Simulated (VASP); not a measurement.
H4WC16, 21 atoms in the cell. The cell holds a slab with vacuum, 21 atoms: a = 5.049 Å, b = 5.049 Å, c = 14.676 Å, α = 90.00°, β = 90.00°, γ = 60.00°. 

- Program: VASP 6.6.1
- Task: single point
- Functional: PBE
- Potentials or basis: VASP PAW PBE potentials, release 64 (H, C, W_sv)
- Cutoff: 520 eV
- k mesh: 3 × 3 × 1
- Occupations: gaussian, width 0.02 eV
- Spin: no spin polarisation
- Dipole correction: no
- Further INCAR settings: LREAL = Auto; ALGO = Normal; EDIFF = 1e-06; NBANDS = 57

Potentials or basis: VASP PAW PBE potentials, release 64 (H, C, W_sv).

Command:

```console
$ cat potpaw_PBE.64/H/POTCAR potpaw_PBE.64/C/POTCAR potpaw_PBE.64/W_sv/POTCAR > POTCAR
$ mpirun -np 1 vasp_std > vasp.out
```

Hardware: 1 thread of Intel(R) Xeon(R) Platinum 8375C CPU @ 2.90GHz (Ice Lake) (shared host).

Q: How long does it take, and how much memory?

A: It took 4.3 min on 1 thread of Intel(R) Xeon(R) Platinum 8375C CPU @ 2.90GHz (Ice Lake) (shared host), peak memory 0.43 GiB. Counts: scf iterations 22, k points 5.
